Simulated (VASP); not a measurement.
**B4Ru: single point with PBE**

The system is B4Ru.

```
CELL_PARAMETERS angstrom
3.52835 0.00000 0.00000
-1.76417 3.05564 0.00000
0.00000 0.00000 4.11842
ATOMIC_POSITIONS crystal
B 0.50000 0.00000 0.00000
B 0.00000 0.50000 0.00000
B 0.50000 0.50000 0.00000
B 0.00000 0.00000 0.00000
Ru 0.00000 0.00000 0.50000
```

```
Program             : VASP 6.6.1
Task                : single point
Functional          : PBE
Potentials or basis : VASP PAW PBE potentials, release 64 (B, Ru_pv)
Cutoff              : 520 eV
k mesh              : 6 × 6 × 4
Occupations         : gaussian, width 0.1 eV
Spin                : collinear spin, ferromagnetic start
Starting moments    : [0.0, 0.0, 0.0, 0.0, 1.0] μB
```

```json
{
 "Pressure": "0.2 GPa",
 "Net moment": "0.18 μB per cell",
 "Site moments": "B -0.00, +0.00; Ru +0.19 μB",
 "Valence electrons inside the program's atomic spheres": "B 1.95, 2.14; Ru 12.68"
}
```

Stress tensor (GPa, compression positive):
```
0.21 0.00 0.00
0.00 0.21 0.00
0.00 0.00 0.03
```

Levels at points of the mesh, in eV from the Fermi level:
Spin up:
```tsv
k point	band 9	band 10	band 11	band 12	band 13	band 14	band 15	band 16	band 17	band 18
(0.00, 0.00, 0.00)	-4.78	-2.60	-2.60	-1.87	-1.87	-0.52	1.73	1.73	4.21	4.53
(0.50, 0.00, 0.00)	-3.73	-2.61	-2.22	-0.82	-0.62	1.98	2.39	2.67	3.04	3.10
(0.00, 0.00, 0.50)	-4.32	-2.03	-2.03	-0.16	-0.16	0.04	0.13	0.13	5.06	5.79
(0.50, 0.00, 0.50)	-5.08	-3.69	-1.37	-0.35	-0.12	0.57	2.11	2.60	3.27	5.43
```
Spin down:
```csv
k point,band 10,band 11,band 12,band 13,band 14,band 15,band 16,band 17
"(0.00, 0.00, 0.00)",-2.54,-2.54,-1.70,-1.70,-0.49,1.76,1.76,4.19
"(0.50, 0.00, 0.00)",-2.46,-2.15,-0.74,-0.52,2.10,2.40,2.67,3.03
"(0.00, 0.00, 0.50)",-1.95,-1.95,0.03,0.03,0.03,0.12,0.12,5.07
"(0.50, 0.00, 0.50)",-3.64,-1.20,-0.24,0.07,0.65,2.10,2.61,3.29
```

Run time: 36 s on 1 thread of Intel(R) Xeon(R) Platinum 8488C (Sapphire Rapids), with other jobs on the host, peak memory 0.19 GiB.

Caveat: the k points lie up to 0.38 Å⁻¹ apart.
